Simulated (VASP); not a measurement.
Wanted: the native input for a VASP 6.6.1 run.

```
Task                   : single point
Functional             : PBE
Potentials or basis    : VASP PAW PBE potentials, release 64 (Cd, Se)
Cutoff                 : 520 eV
k mesh                 : 7 × 7 × 4
Occupations            : gaussian, width 0.011 eV
Spin                   : no spin polarisation
Dipole correction      : no
Further INCAR settings : ALGO = Normal; EDIFF = 1e-06; NBANDS = 26
```

The structure of CdSe lies in POSCAR:

```
CdSe
1.0
    4.3000000000      0.0000000000      0.0000000000
   -2.1500000000      3.7239092363      0.0000000000
    0.0000000000      0.0000000000      7.0200000000
Cd Se
2 2
Direct
    0.6666666667      0.3333333333      0.5000000000
    0.3333333333      0.6666666667      0.0000000000
    0.6666666667      0.3333333333      0.8850000000
    0.3333333333      0.6666666667      0.3850000000
```

One way to write it, as run:

INCAR

```
PREC = Accurate ; ENCUT = 520
EDIFF = 1E-6 ; ISMEAR = 0
SIGMA = 0.011 ; LREAL = False
LASPH = True ; NELM = 80
ALGO = Normal ; ISIF = 2
LWAVE = False ; LCHARG = True
GGA = PE ; LELF = True
LVHAR = True ; NBANDS = 26
```

KPOINTS

```
regular mesh
0
Gamma
  7 7 4
```

Potentials or basis: VASP PAW PBE potentials, release 64 (Cd, Se).

Command:

```console
$ cat potpaw_PBE.64/Cd/POTCAR potpaw_PBE.64/Se/POTCAR > POTCAR
$ mpirun -np 1 vasp_std > vasp.out
```

It gave:

| Property | Result |
| --- | --- |
| Pressure | 3.3 GPa |
| Largest force | 0.291 eV/Å |
| Band gap on the k mesh | 0.70 eV |

Caveat: the cell stands under pressure; semilocal functionals underestimate gaps, and a narrow one can read as zero.

Wall time 30 s on 1 thread of Intel(R) Xeon(R) 6975P-C (Granite Rapids) (shared host), peak memory 0.25 GiB.
